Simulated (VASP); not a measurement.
# In5P3 (a cell with a defect) in VASP: notebook, part 2 of 2

VASP 6.6.1. The steps go on from the part before.

## (3) Relaxation of the atoms, PBE

File INCAR:

```
  ALGO = Normal
  EDIFF = 1E-7
  EDIFFG = -0.025
  ENCUT = 520
  GGA = PE
  IBRION = 2
  ISIF = 2
  ISMEAR = 0
  LASPH = True
  LCHARG = False
  LREAL = False
  LWAVE = False
  NELECT = 82.0
  NELM = 100
  NSW = 65
  PREC = Accurate
  SIGMA = 0.02
```

File KPOINTS:

```
k-points
0
Gamma
  3 3 3
```

File POSCAR:

```
In5P3
1.0
    0.0000000000      0.0000000000     -5.9597880294
    0.0000000000     -5.9597880294      0.0000000000
   -5.9597880294      0.0000000000      0.0000000000
In P
5 3
Direct
    0.9921385437      0.9921385437      1.0078614563
   -0.0078614563      0.5078614563      0.4921385437
    0.5078614563     -0.0078614563      0.4921385437
    0.5078614563      0.5078614563      1.0078614563
    0.2500000000      0.2500000000      0.7500000000
    0.2500000000      0.7500000000      0.2500000000
    0.7500000000      0.2500000000      0.2500000000
    0.7500000000      0.7500000000      0.7500000000
```

Potentials or basis: VASP PAW PBE potentials, release 64 (In_d, P).

Started as:

```sh
> cat potpaw_PBE.64/In_d/POTCAR potpaw_PBE.64/P/POTCAR > POTCAR
> mpirun -np 1 vasp_std > vasp.out
```

OUTCAR:

```text
EDIFF = 1E-7
   EDIFFG = -0.025
   ENCUT = 520
   GGA = PE
   IBRION = 2
   ISIF = 2
   ISMEAR = 0
   LASPH = True
   LREAL = False
   NELECT = 82.0
   NELM = 100
   NSW = 65
   PREC = Accurate

 ion  position               nearest neighbor table
   1  0.992  0.992  0.008-   6 2.55   7 2.55   8 2.55   5 2.66
   2  0.992  0.508  0.492-   6 2.55   7 2.55   8 2.55   5 2.66
   3  0.508  0.992  0.492-   6 2.55   7 2.55   8 2.55   5 2.66
   4  0.508  0.508  0.008-   6 2.55   7 2.55   8 2.55   5 2.66
   5  0.250  0.250  0.750-   1 2.66   2 2.66   3 2.66   4 2.66
   6  0.250  0.750  0.250-   1 2.55   2 2.55   3 2.55   4 2.55
   7  0.750  0.250  0.250-   1 2.55   2 2.55   3 2.55   4 2.55
   8  0.750  0.750  0.750-   1 2.55   2 2.55   3 2.55   4 2.55

  LATTYP: Found a simple cubic cell.
 ALAT       =     5.9597880294

  Lattice vectors:

 A1 = (   0.0000000000,   0.0000000000,  -5.9597880294)
 A2 = (   0.0000000000,  -5.9597880294,   0.0000000000)
 A3 = (  -5.9597880294,   0.0000000000,   0.0000000000)

Analysis of symmetry for initial positions (statically):
=====================================================================
 Subroutine PRICEL returns:
 Original cell was already a primitive cell.

[... 153 lines left out ...]

--------------------------------------- Ionic step        1  -------------------------------------------

 number of electron      82.0000012 magnetization

 Free energy of the ion-electron system (eV)
  ---------------------------------------------------
  ext. energy  EPLUGINS =         0.00000000
  ---------------------------------------------------
  free energy    TOTEN  =       -16.47035556 eV

  energy without entropy =      -16.46921288  energy(sigma->0) =      -16.46978422

------------------------ aborting loop because EDIFF is reached ----------------------------------------

  FORCE on cell =-STRESS in cart. coord.  units (eV):
  Direction    XX          YY          ZZ          XY          YZ          ZX
  --------------------------------------------------------------------------------------
  -------------------------------------------------------------------------------------
  Total       28.7370828     28.7370828     28.7370828      0.0000000     -0.0000000     -0.0000000
  in kB      217.5007810    217.5007810    217.5007810      0.0000000     -0.0000000     -0.0000000
  external PRESSURE =     217.5007810 kB  Pullay stress =       0.0000000 kB
[... 71 lines left out ...]
--------------------------------------- Ionic step        3  -------------------------------------------

 number of electron      81.9999980 magnetization

 Free energy of the ion-electron system (eV)
  ---------------------------------------------------
  ext. energy  EPLUGINS =         0.00000000
  ---------------------------------------------------
  free energy    TOTEN  =       -16.51453612 eV

  energy without entropy =      -16.51339344  energy(sigma->0) =      -16.51396478

 E-fermi :   6.3246     XC(G=0):  -9.4967

 val. band max:        6.3185298250   @ k =   0.0000   0.0000   0.0000
 cond. band min:       6.7805414010   @ k =   0.3333   0.3333   0.3333
 fundamental gap:      0.4620115760
 Fermi energy:         6.3246212239

 k-point     1 :       0.0000    0.0000    0.0000
  band No.  band energies     occupation
      1      -9.2005      2.00000
      2      -9.2005      2.00000
      3      -9.1919      2.00000
      4      -9.1919      2.00000
      5      -9.1919      2.00000
      6      -9.0787      2.00000
[... 232 lines left out ...]
  FREE ENERGIE OF THE ION-ELECTRON SYSTEM (eV)
  ---------------------------------------------------
  free  energy   TOTEN  =       -16.5145361219 eV

  energy  without entropy=      -16.5133934381  energy(sigma->0) =      -16.51396478

 reached required accuracy - stopping structural energy minimisation
```

OSZICAR:

```text
N       E                     dE             d eps       ncg     rms          rms(c)
DAV:   1     0.874468266986E+03    0.87447E+03   -0.37093E+04   392   0.202E+03
DAV:   2     0.103129491469E+03   -0.77134E+03   -0.75392E+03   392   0.531E+02
DAV:   3    -0.114755095354E+02   -0.11461E+03   -0.11221E+03   476   0.216E+02
[... 29 lines left out ...]
DAV:   3    -0.165145539965E+02   -0.55692E-05   -0.10699E-03   551   0.286E-01    0.126E-01
DAV:   4    -0.165145342509E+02    0.19746E-04   -0.11107E-04   542   0.951E-02    0.586E-02
DAV:   5    -0.165145346852E+02   -0.43428E-06   -0.22255E-05   471   0.348E-02    0.186E-02
DAV:   6    -0.165145361659E+02   -0.14807E-05   -0.34852E-06   590   0.171E-02    0.105E-02
DAV:   7    -0.165145361219E+02    0.43954E-07   -0.42341E-07   373   0.679E-03
   3 F= -.16514536E+02 E0= -.16513965E+02  d E =-.441806E-01
```

CONTCAR:

```text
In5P3
   1.00000000000000
     0.0000000000000000    0.0000000000000000   -5.9597880294000003
     0.0000000000000000   -5.9597880294000003    0.0000000000000000
    -5.9597880294000003    0.0000000000000000    0.0000000000000000
  In              P
     5     3
Direct
     0.9959127235488476    0.9959127235488476    0.0040872764511524
     0.9959127235488476    0.5040872764511524    0.4959127235488476
     0.5040872764511524    0.9959127235488476    0.4959127235488476
     0.5040872764511524    0.5040872764511524    0.0040872764511524
     0.2500000000000000    0.2500000000000000    0.7500000000000000
     0.2500000000000000    0.7500000000000000    0.2500000000000000
     0.7500000000000000    0.2500000000000000    0.2500000000000000
     0.7500000000000000    0.7500000000000000    0.7500000000000000

  0.00000000E+00  0.00000000E+00  0.00000000E+00
  0.00000000E+00  0.00000000E+00  0.00000000E+00
  0.00000000E+00  0.00000000E+00  0.00000000E+00
  0.00000000E+00  0.00000000E+00  0.00000000E+00
  0.00000000E+00  0.00000000E+00  0.00000000E+00
  0.00000000E+00  0.00000000E+00  0.00000000E+00
  0.00000000E+00  0.00000000E+00  0.00000000E+00
  0.00000000E+00  0.00000000E+00  0.00000000E+00
```

It took 91 s on 1 thread of AMD EPYC 7R13 (Zen 3), shared host; peak memory 0.3 GiB.

What came out:

```
Free energy               : -16.5145 eV
Energy gained by relaxing : 5.5 meV/atom
Ionic steps               : 3
```

Step by step:
```tsv
step	energy change (eV)	largest force (eV/Å)	pressure (GPa)
1	0.0000	0.5586	21.75
2	-0.0399	0.1774	21.86
3	-0.0442	0.0009	21.93
```

Final structure:
```yaml
crystal:
  lattice:
    - [0.00000, 0.00000, -5.95979]
    - [0.00000, -5.95979, 0.00000]
    - [-5.95979, 0.00000, 0.00000]
  atoms:
    - { symbol: In, position: [0.99591, 0.99591, 0.00409] }
    - { symbol: In, position: [0.99591, 0.50409, 0.49591] }
    - { symbol: In, position: [0.50409, 0.99591, 0.49591] }
    - { symbol: In, position: [0.50409, 0.50409, 0.00409] }
    - { symbol: In, position: [0.25000, 0.25000, 0.75000] }
    - { symbol: P, position: [0.25000, 0.75000, 0.25000] }
    - { symbol: P, position: [0.75000, 0.25000, 0.25000] }
    - { symbol: P, position: [0.75000, 0.75000, 0.75000] }
```

Caveat: the cell carries a net charge on a neutralising background, which shifts energy and pressure; the cell is charged against a uniform background, so pressure and absolute levels hang on convention; spin-orbit coupling is left out, which moves the levels of the heavy elements.

## (4) Single point, PBE

File INCAR:

```
SYSTEM = In5P3
PREC = Accurate
ENCUT = 520
EDIFF = 1E-6
ISMEAR = 0
SIGMA = 0.02
LREAL = .False.
LASPH = .True.
NELM = 100
ALGO = Normal
ISIF = 2
LWAVE = .False.
LCHARG = .False.
GGA = PE
NBANDS = 50
```

File KPOINTS:

```
Automatic mesh
0
Gamma
  3 3 3
  0 0 0
```

File POSCAR:

```
In5P3
1.0
    0.0000000000      0.0000000000     -5.9597880294
    0.0000000000     -5.9597880294      0.0000000000
   -5.9597880294      0.0000000000      0.0000000000
In P
5 3
Direct
    0.9876770686      0.9876770686      1.0123229314
   -0.0123229314      0.5123229314      0.4876770686
    0.5123229314     -0.0123229314      0.4876770686
    0.5123229314      0.5123229314      1.0123229314
    0.2500000000      0.2500000000      0.7500000000
    0.2500000000      0.7500000000      0.2500000000
    0.7500000000      0.2500000000      0.2500000000
    0.7500000000      0.7500000000      0.7500000000
```

Started as:

```sh
> cat potpaw_PBE.64/In_d/POTCAR potpaw_PBE.64/P/POTCAR > POTCAR
> mpirun -np 1 vasp_std > vasp.out
```

It took 26 s on 1 thread of Intel Xeon 6975P-C (Granite Rapids), shared host; peak memory 0.33 GiB.

The run converged. Its results:

```yaml
Free_energy: -28.4000 eV
Pressure: 5.3 GPa
Largest_force: 0.004 eV/Å
Band_gap_on_the_k_mesh: zero (band 40 reaches 6.37 eV, above the bottom of band 41 at 5.65 eV)
```

Forces in eV/Å, atoms in the order of the input:
```
In   0.002 -0.002 -0.002
In  -0.002  0.002 -0.002
In  -0.002 -0.002  0.002
In   0.002  0.002  0.002
In   0.000  0.000  0.000
P    0.000  0.000  0.000
P    0.000  0.000  0.000
P    0.000  0.000  0.000
```

Levels at points of the mesh, in eV from the Fermi level:
| k point | band 36 | band 37 | band 38 | band 39 | band 40 | band 41 | band 42 | band 43 |
| --- | --- | --- | --- | --- | --- | --- | --- | --- |
| (0.00, 0.00, 0.00) | -2.50 | -2.50 | -2.50 | -0.37 | 0.44 | 0.44 | 0.44 | 1.38 |

Caveat: spin-orbit coupling is left out, which moves the levels of the heavy elements.

## (5) Single point, PBE

File INCAR:

```
PREC = Accurate ; ENCUT = 520
EDIFF = 1E-6 ; ISMEAR = 0
SIGMA = 0.02 ; LREAL = False
LASPH = True ; NELM = 100
ALGO = Normal ; ISIF = 2
LWAVE = False ; LCHARG = True
GGA = PE ; LELF = True
LVHAR = True ; NBANDS = 50
```

File KPOINTS:

```
Automatic mesh
0
Gamma
  3 3 3
```

File POSCAR:

```
In5P3
1.0
    0.0000000000      0.0000000000     -5.9597880294
    0.0000000000     -5.9597880294      0.0000000000
   -5.9597880294      0.0000000000      0.0000000000
In P
5 3
Direct
    0.9876782826      0.9876782826      1.0123217174
   -0.0123217174      0.5123217174      0.4876782826
    0.5123217174     -0.0123217174      0.4876782826
    0.5123217174      0.5123217174      1.0123217174
    0.2500000000      0.2500000000      0.7500000000
    0.2500000000      0.7500000000      0.2500000000
    0.7500000000      0.2500000000      0.2500000000
    0.7500000000      0.7500000000      0.7500000000
```

Started as:

```sh
> cat potpaw_PBE.64/In_d/POTCAR potpaw_PBE.64/P/POTCAR > POTCAR
> mpirun -np 1 vasp_std > vasp.out
```

It took 29 s on 1 thread of Intel Xeon 6975P-C (Granite Rapids), shared host; peak memory 0.32 GiB.

Results (log left out):

```
Free energy            : -28.4000 eV
Pressure               : 5.3 GPa
Largest force          : 0.004 eV/Å
Band gap on the k mesh : zero (band 40 reaches 6.37 eV, above the bottom of band 41 at 5.65 eV)
```

Forces on the atoms (eV/Å):
```
In   0.002 -0.002 -0.002
In  -0.002  0.002 -0.002
In  -0.002 -0.002  0.002
In   0.002  0.002  0.002
In   0.000  0.000  0.000
P    0.000  0.000  0.000
P    0.000  0.000  0.000
P    0.000  0.000  0.000
```

Levels at points of the mesh, in eV from the Fermi level:
| k point | band 35 | band 36 | band 37 | band 38 | band 39 | band 40 | band 41 | band 42 | band 43 | band 44 |
| --- | --- | --- | --- | --- | --- | --- | --- | --- | --- | --- |
| (0.00, 0.00, 0.00) | -3.15 | -2.50 | -2.50 | -2.50 | -0.37 | 0.44 | 0.44 | 0.44 | 1.38 | 1.38 |

Caveat: spin-orbit coupling is left out, which moves the levels of the heavy elements.
